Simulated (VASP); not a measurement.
Here is a VASP 6.6.1 calculation.

The input INCAR:

```
SYSTEM = ZnAu
PREC     = Accurate       ! precision mode
ENCUT    = 520            ! plane-wave cutoff, eV
EDIFF    = 1E-6           ! SCF threshold, eV
ISMEAR   = 0              ! smearing method
SIGMA    = 0.1            ! smearing width, eV
LREAL    = .FALSE.        ! projectors in reciprocal space
LASPH    = .TRUE.         ! aspherical terms in the spheres
NELM     = 60             ! most SCF steps
ALGO     = Fast           ! electronic algorithm
ISIF     = 2              ! what is computed and relaxed
LWAVE    = .FALSE.        ! write WAVECAR
LCHARG   = .FALSE.        ! write CHGCAR
GGA      = PE             ! functional
NBANDS   = 56             ! bands
```

KPOINTS

```
Automatic mesh
0
G
  8 8 8
  0 0 0
```

Contents of POSCAR:

```
ZnAu
1.0
    5.0879445215      0.0000000000      0.0000000000
    0.0000000000      5.0879445215      0.0000000000
    0.0000000000      0.0000000000      5.0879445215
Zn Au
4 4
Direct
    0.1537709675      0.1537709675      0.1537709675
    0.3462290325      0.8462290325      0.6537709675
    0.6537709675      0.3462290325      0.8462290325
    0.8462290325      0.6537709675      0.3462290325
    0.8486274625      0.8486274625      0.8486274625
    0.6513725375      0.1513725375      0.3486274625
    0.3486274625      0.6513725375      0.1513725375
    0.1513725375      0.3486274625      0.6513725375
```

Potentials or basis: VASP PAW PBE potentials, release 64 (Zn, Au).

Command:

```bash
$ cat potpaw_PBE.64/Zn/POTCAR potpaw_PBE.64/Au/POTCAR > POTCAR
$ mpirun -np 1 vasp_std > vasp.out
```

Question: Estimate the largest force.

Answer: 0.010 eV/Å.

Question: Predict the pressure.

Answer: 0.1 GPa.

Forces on the atoms (eV/Å):
```
Zn   0.000  0.000  0.000
Zn   0.000  0.000  0.000
Zn   0.000  0.000  0.000
Zn   0.000  0.000  0.000
Au  -0.006 -0.006 -0.006
Au   0.006  0.006 -0.006
Au  -0.006  0.006  0.006
Au   0.006 -0.006  0.006
```
